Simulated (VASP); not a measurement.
# Ge (P-6m2) in VASP: further runs

Runs on Ge. Level: PBEsol. Tasks: single point.

Everything below comes from runs of VASP 6.6.1. Logs are shortened: lines on timing, memory, paths and dates and some standing lists are left out, and cuts for length are marked.

### Step 1. The cell of the first run

It takes space group P-6m2 (No. 187, hexagonal). Conventional cell: a = 4.004 Å, b = 4.004 Å, c = 17.645 Å, α = 90.00°, β = 90.00°, γ = 120.00°. Ge (site symmetry 3m) has 4 Ge at 2.45 Å within 3.2 Å. Ge (site symmetry 3m) has 4 Ge at 2.45 Å within 3.2 Å. Within 3.2 Å of Ge (site symmetry 3m) lie 3 Ge at 2.45 Å. Within 3.2 Å of Ge (site symmetry 3m) lie 4 Ge at 2.45 to 2.47 Å.

### Step 2. Single point, PBEsol

INCAR reads:

```
SYSTEM = Ge
PREC     = Accurate       ! precision mode
ENCUT    = 520            ! plane-wave cutoff, eV
EDIFF    = 1E-6           ! SCF threshold, eV
ISMEAR   = 0              ! smearing method
SIGMA    = 0.15           ! smearing width, eV
LREAL    = .False.        ! projectors in reciprocal space
LASPH    = .True.         ! aspherical terms in the spheres
NELM     = 100            ! most SCF steps
ALGO     = Normal         ! electronic algorithm
ISIF     = 2              ! what is computed and relaxed
LWAVE    = .False.        ! write WAVECAR
LCHARG   = .False.        ! write CHGCAR
GGA      = PS             ! functional
NBANDS   = 66             ! bands
```

KPOINTS reads:

```
regular mesh
0
Gamma
  11 11 3
  0 0 0
```

POSCAR reads:

```
Ge
1.0
   -2.0020822485     -3.4677081753      0.0000000000
    2.0020822485     -3.4677081753      0.0000000000
    0.0000000000      0.0000000000     17.6450496104
Ge
8
Direct
    0.0000000000      0.0000000000      0.1168169074
    0.0000000000      0.0000000000      0.2556685744
    0.0000000000      0.0000000000      0.4893023891
    0.0000000000      0.0000000000      0.6281540562
    0.6666666667      0.6666666667      0.0701309953
    0.3333333333      0.3333333333      0.3023544864
    0.3333333333      0.3333333333      0.4426164771
    0.6666666667      0.6666666667      0.6748399682
```

Potentials or basis: VASP PAW PBE potentials, release 64 (Ge_d).

Run with:

```sh
> cat potpaw_PBE.64/Ge_d/POTCAR > POTCAR
> mpirun -np 1 vasp_std > vasp.out
```

OUTCAR:

```text
SYSTEM = Ge
   PREC = Accurate
   ENCUT = 520
   EDIFF = 1E-6
   ISMEAR = 0
   LREAL = .False.
   LASPH = .True.
   NELM = 100
   ISIF = 2
   GGA = PS

 ion  position               nearest neighbor table
   1  0.000  0.000  0.117-   2 2.45   5 2.45   5 2.45   5 2.45
   2  0.000  0.000  0.256-   1 2.45   6 2.45   6 2.45   6 2.45
   3  0.000  0.000  0.489-   4 2.45   7 2.45   7 2.45   7 2.45
   4  0.000  0.000  0.628-   3 2.45   8 2.45   8 2.45   8 2.45
   5  0.667  0.667  0.070-   1 2.45   1 2.45   1 2.45
   6  0.333  0.333  0.302-   2 2.45   2 2.45   2 2.45   7 2.47
   7  0.333  0.333  0.443-   3 2.45   3 2.45   3 2.45   6 2.47
   8  0.667  0.667  0.675-   4 2.45   4 2.45   4 2.45

  LATTYP: Found a hexagonal cell.
 ALAT       =     4.0041644970
 C/A-ratio  =     4.4066745069

  Lattice vectors:

 A1 = (  -2.0020822485,   3.4677081753,   0.0000000000)
 A2 = (  -2.0020822485,  -3.4677081753,   0.0000000000)
 A3 = (   0.0000000000,   0.0000000000,  17.6450496104)

Analysis of symmetry for initial positions (statically):
=====================================================================
 Subroutine PRICEL returns:
 Original cell was already a primitive cell.

 Routine SETGRP: Setting up the symmetry group for a
 hexagonal supercell.

 Subroutine GETGRP returns: Found 12 space group operations
 (whereof  6 operations were pure point group operations)
 out of a pool of 24 trial point group operations.

The static configuration has the point symmetry C_3v.
 The point group associated with its full space group is D_3h.

Analysis of symmetry for dynamics (positions and initial velocities):
=====================================================================
 Subroutine PRICEL returns:
 Original cell was already a primitive cell.

 Routine SETGRP: Setting up the symmetry group for a
 hexagonal supercell.

 Subroutine GETGRP returns: Found 12 space group operations
 (whereof  6 operations were pure point group operations)
 out of a pool of 24 trial point group operations.

The dynamic configuration has the point symmetry C_3v.
 The point group associated with its full space group is D_3h.

 Subroutine INISYM returns: Found 12 space group operations
 (whereof  6 operations are pure point group operations),
 and found     1 'primitive' translations

----------------------------------------------------------------------------------------

[... 104 lines left out ...]
   EDIFF  = 0.1E-05   stopping-criterion for ELM
   LREAL  =      F    real-space projection
   EDIFFG = 0.1E-04   stopping-criterion for IOM
   NSW    =      0    number of steps for IOM
   IBRION =     -1    ionic relax: 0-MD 1-quasi-New 2-CG
   NFREE  =      0    steps in history (QN), initial steepest desc. (CG)
   ISIF   =      2    stress and relaxation
   ISYM   =      2    0-nonsym 1-usesym 2-fastsym
   POTIM  = 0.5000    time-step for ionic-motion
   TEBEG  =    0.0;   TEEND  =   0.0 temperature during run
   PSTRESS=    0.0 pullay stress
   NELECT =     112.0000    total number of electrons
   NUPDOWN=      -1.0000    fix difference up-down
   EMIN   =  10.00;   EMAX   =-10.00  energy-range for DOS
   EFERMI =   0.00;   METHOD = LEGACY
   ISMEAR =     0;   SIGMA  =   0.15  broadening in eV -4-tet -1-fermi 0-gaus
   EFERMI_NEDOS =   21; number of points for ismear=-14 and -15
   IALGO  =     38    algorithm
   IMIX   =      4    mixing-type and parameters
     AMIX     =   0.40;   BMIX     =  1.00
     AMIX_MAG =   1.60;   BMIX_MAG =  1.00
  volume/ion in A,a.u.               =      30.63       206.67
  Fermi-wavevector in a.u.,A,eV,Ry     =   1.261116  2.383164 21.638893  1.590414
  Thomas-Fermi vector in A             =   2.394591
   LORBIT       =      0    0 simple, 1 ext, 2 COOP (PROOUT), +10 PAW based schemes
   GGA     = PS    functional components
   LHFCALC =     F    Hartree Fock is set to
   AEXX    =    0.0000 exact exchange contribution
   IVDW    =     0    specifies the selected vdW correction
   LEPSILON=     F    determine dielectric tensor
   LRPA    =     F    only Hartree local field effects (RPA)
 non-spin polarized calculation
 Gauss-broadening in eV      SIGMA  =   0.15
  energy-cutoff  :      520.00
  volume of cell :      245.01
 maximum number of plane-waves:      6647
 NGX is ok and might be reduce to    30
   NGX = 15   NGY = 15   NGZ = 65

 number of electron     112.0000086 magnetization

 Free energy of the ion-electron system (eV)
  ---------------------------------------------------
  ext. energy  EPLUGINS =         0.00000000
  ---------------------------------------------------
  free energy    TOTEN  =       -37.29864989 eV

  energy without entropy =      -37.21257409  energy(sigma->0) =      -37.25561199

 E-fermi :   2.0729     XC(G=0):  -8.1329

 val. band max:        2.0722731034   @ k =   0.2727   0.0000   0.3333
 cond. band min:       2.0770376382   @ k =  -0.4545   0.0909   0.0000
 fundamental gap:      0.0047645348
 Fermi energy:         2.0728909967

 k-point     1 :       0.0000    0.0000    0.0000
  band No.  band energies     occupation
      1     -22.4987      2.00000
      2     -22.4987      2.00000
      3     -22.4846      2.00000
      4     -22.4846      2.00000
      5     -22.4485      2.00000
      6     -22.4408      2.00000
[... 1645 lines left out ...]
     65       6.5999      0.00000
     66       6.7944      0.00000

 [... further k-points ...]
[... 5 lines left out ...]
  --------------------------------------------------------------------------------------
  -------------------------------------------------------------------------------------
  Total        0.2385907      0.2385907      0.8599202     -0.0000000      0.0000000      0.0000000
  in kB        1.5602231      1.5602231      5.6233019     -0.0000000      0.0000000      0.0000000
  external PRESSURE =       2.9145827 kB  Pullay stress =       0.0000000 kB

 VOLUME and BASIS-vectors are now :
 -----------------------------------------------------------------------------
  energy-cutoff  :      520.00
  volume of cell :      245.01
      direct lattice vectors                 reciprocal lattice vectors
    -2.002082248 -3.467708175  0.000000000    -0.249739990 -0.144187450  0.000000000
     2.002082248 -3.467708175  0.000000000     0.249739990 -0.144187450  0.000000000
     0.000000000  0.000000000 17.645049610     0.000000000  0.000000000  0.056673119

 POSITION                                       TOTAL-FORCE (eV/Angst)
 -----------------------------------------------------------------------------------
      0.00000      0.00000      2.06124        -0.000000      0.000000     -0.316341
      0.00000      0.00000      4.51128        -0.000000      0.000000      0.085107
      0.00000      0.00000      8.63376        -0.000000      0.000000     -0.085107
      0.00000      0.00000     11.08381        -0.000000      0.000000      0.316341
      0.00000     -4.62361      1.23746         0.000000     -0.000000      0.137121
      0.00000     -2.31181      5.33506        -0.000000      0.000000      0.030961
      0.00000     -2.31181      7.80999        -0.000000      0.000000     -0.030961
      0.00000     -4.62361     11.90758         0.000000     -0.000000     -0.137121
 -----------------------------------------------------------------------------------
    total drift:                                0.000000      0.000000      0.000140

  FREE ENERGIE OF THE ION-ELECTRON SYSTEM (eV)
  ---------------------------------------------------
  free  energy   TOTEN  =       -37.2986498945 eV

  energy  without entropy=      -37.2125740858  energy(sigma->0) =      -37.25561199
```

stdout:

```text
POSCAR found type information on POSCAR Ge
 POSCAR found :  1 types and       8 ions
 scaLAPACK will be used
 -----------------------------------------------------------------------------
|                                                                             |
|                                                                             |
|     You enforced a specific xc type in the INCAR file but a different       |
|     I HOPE YOU KNOW WHAT YOU ARE DOING!                                     |
|                                                                             |
 -----------------------------------------------------------------------------

 LDA part: xc-table for (Slater+PW92), standard interpolation
 POSCAR, INCAR and KPOINTS ok, starting setup
 FFT: planning ... GRIDC
 FFT: planning ... GRID_SOFT
 FFT: planning ... GRID
 WAVECAR not read
 entering main loop
```

Run time: 13 min. Hardware: 1 thread of Oxide Virtual Turin-like, shared host; peak memory 0.51 GiB.

What came out:

| Property | Result |
| --- | --- |
| Free energy | -37.2986 eV |
| Pressure | 0.3 GPa |
| Largest force | 0.316 eV/Å |
| Band gap on the k mesh | zero (band 56 reaches 2.34 eV, above the bottom of band 57 at 1.83 eV) |

Forces in eV/Å, atoms in the order of the input:
```
Ge   0.000  0.000 -0.316
Ge   0.000  0.000  0.085
Ge   0.000  0.000 -0.085
Ge   0.000  0.000  0.316
Ge   0.000  0.000  0.137
Ge   0.000  0.000  0.031
Ge   0.000  0.000 -0.031
Ge   0.000  0.000 -0.137
```

Stress tensor (GPa, compression positive):
```
0.16 0.00 0.00
0.00 0.16 0.00
0.00 0.00 0.56
```

Levels at points of the mesh, in eV from the Fermi level:
```csv
k point,band 54,band 55,band 56,band 57,band 58,band 59
"(0.00, 0.00, 0.00)",-0.05,0.27,0.27,0.38,0.93,0.95
```

Caveat: the PAW data sets were made with another functional, which shifts forces and pressure a little.

### Step 3. Single point, PBEsol

This run uses another cell than the first one, of 33.23 Å³/atom, 1.085 times its volume.

INCAR reads:

```
SYSTEM = Ge
ALGO = Normal
EDIFF = 1E-7
ENCUT = 520
GGA = PS
ISIF = 2
ISMEAR = 0
LASPH = .True.
LCHARG = .False.
LREAL = .False.
LWAVE = .False.
NBANDS = 66
NELM = 100
PREC = Accurate
SIGMA = 0.15
```

KPOINTS reads:

```
k-points
0
Gamma
  11 11 3
  0 0 0
```

POSCAR reads:

```
Ge
1.0
   -2.0020822485     -3.4677081753      0.0000000000
    2.0020822485     -3.4677081753      0.0000000000
    0.0000000000      0.0000000000     19.1450496104
Ge
8
Direct
    0.0000000000      0.0000000000      0.1076643920
    0.0000000000      0.0000000000      0.2356371371
    0.0000000000      0.0000000000      0.4509659210
    0.0000000000      0.0000000000      0.5789386662
    0.6666666667      0.6666666667      0.0646362855
    0.3333333333      0.3333333333      0.2786652436
    0.3333333333      0.3333333333      0.4079378145
    0.6666666667      0.6666666667      0.6219667726
```

Potentials or basis: VASP PAW PBE potentials, release 64 (Ge_d).

Run with:

```sh
> cat potpaw_PBE.64/Ge_d/POTCAR > POTCAR
> mpirun -np 1 vasp_std > vasp.out
```

OUTCAR:

```text
SYSTEM = Ge
   EDIFF = 1E-7
   ENCUT = 520
   GGA = PS
   ISIF = 2
   ISMEAR = 0
   LASPH = .True.
   LREAL = .False.
   NELM = 100
   PREC = Accurate

 ion  position               nearest neighbor table
   1  0.000  0.000  0.108-   2 2.45   5 2.45   5 2.45   5 2.45
   2  0.000  0.000  0.236-   1 2.45   6 2.45   6 2.45   6 2.45
   3  0.000  0.000  0.451-   4 2.45   7 2.45   7 2.45   7 2.45
   4  0.000  0.000  0.579-   3 2.45   8 2.45   8 2.45   8 2.45
   5  0.667  0.667  0.065-   1 2.45   1 2.45   1 2.45
   6  0.333  0.333  0.279-   2 2.45   2 2.45   2 2.45   7 2.47
   7  0.333  0.333  0.408-   3 2.45   3 2.45   3 2.45   6 2.47
   8  0.667  0.667  0.622-   4 2.45   4 2.45   4 2.45

  LATTYP: Found a hexagonal cell.
 ALAT       =     4.0041644970
 C/A-ratio  =     4.7812844914

  Lattice vectors:

 A1 = (  -2.0020822485,   3.4677081753,   0.0000000000)
 A2 = (  -2.0020822485,  -3.4677081753,   0.0000000000)
 A3 = (   0.0000000000,   0.0000000000,  19.1450496104)

Analysis of symmetry for initial positions (statically):
=====================================================================
[... 187 lines left out ...]
 E-fermi :   1.5424     XC(G=0):  -7.5683

 val. band max:        1.5422274764   @ k =   0.1818   0.0000   0.3333
 cond. band min:       1.5463125618   @ k =   0.2727   0.0000   0.3333
 fundamental gap:      0.0040850854
 Fermi energy:         1.5424245913

 k-point     1 :       0.0000    0.0000    0.0000
  band No.  band energies     occupation
      1     -23.0293      2.00000
      2     -23.0293      2.00000
      3     -23.0153      2.00000
      4     -23.0153      2.00000
      5     -22.9792      2.00000
      6     -22.9715      2.00000
[... 1645 lines left out ...]
     65       6.0660      0.00000
     66       6.2481      0.00000

 [... further k-points ...]
[... 5 lines left out ...]
  --------------------------------------------------------------------------------------
  -------------------------------------------------------------------------------------
  Total        0.2314820      0.2314820      0.8635335     -0.0000000      0.0000000      0.0000000
  in kB        1.3951369      1.3951369      5.2044978     -0.0000000      0.0000000      0.0000000
  external PRESSURE =       2.6649238 kB  Pullay stress =       0.0000000 kB

 VOLUME and BASIS-vectors are now :
 -----------------------------------------------------------------------------
  energy-cutoff  :      520.00
  volume of cell :      265.83
      direct lattice vectors                 reciprocal lattice vectors
    -2.002082248 -3.467708175  0.000000000    -0.249739990 -0.144187450  0.000000000
     2.002082248 -3.467708175  0.000000000     0.249739990 -0.144187450  0.000000000
     0.000000000  0.000000000 19.145049610     0.000000000  0.000000000  0.052232824

 POSITION                                       TOTAL-FORCE (eV/Angst)
 -----------------------------------------------------------------------------------
      0.00000      0.00000      2.06124         0.000000      0.000000     -0.314779
      0.00000      0.00000      4.51128         0.000000     -0.000000      0.085380
      0.00000      0.00000      8.63376         0.000000     -0.000000     -0.085380
      0.00000      0.00000     11.08381        -0.000000      0.000000      0.314779
      0.00000     -4.62361      1.23746         0.000000      0.000000      0.138622
      0.00000     -2.31181      5.33506        -0.000000     -0.000000      0.032023
      0.00000     -2.31181      7.80999        -0.000000     -0.000000     -0.032023
      0.00000     -4.62361     11.90758        -0.000000      0.000000     -0.138622
 -----------------------------------------------------------------------------------
    total drift:                                0.000000     -0.000000     -0.000202

  FREE ENERGIE OF THE ION-ELECTRON SYSTEM (eV)
  ---------------------------------------------------
  free  energy   TOTEN  =       -37.2964833891 eV

  energy  without entropy=      -37.2102576233  energy(sigma->0) =      -37.25337051
```

Run time: 13 min. Hardware: 1 thread of Oxide Virtual Turin-like, shared host; peak memory 0.54 GiB.

What came out:

```yaml
Free_energy: -37.2965 eV
Largest_force: 0.315 eV/Å
Band_gap_on_the_k_mesh: zero (band 56 reaches 1.81 eV, above the bottom of band 57 at 1.31 eV)
```

Forces in eV/Å, atoms in the order of the input:
```
Ge   0.000  0.000 -0.315
Ge   0.000  0.000  0.085
Ge   0.000  0.000 -0.085
Ge   0.000  0.000  0.315
Ge   0.000  0.000  0.139
Ge   0.000  0.000  0.032
Ge   0.000  0.000 -0.032
Ge   0.000  0.000 -0.139
```

Levels at points of the mesh, in eV from the Fermi level:
| k point | band 54 | band 55 | band 56 | band 57 | band 58 | band 59 |
| --- | --- | --- | --- | --- | --- | --- |
| (0.00, 0.00, 0.00) | -0.05 | 0.27 | 0.27 | 0.38 | 0.95 | 0.97 |

Caveat: the PAW data sets were made with another functional, which shifts forces and pressure a little.
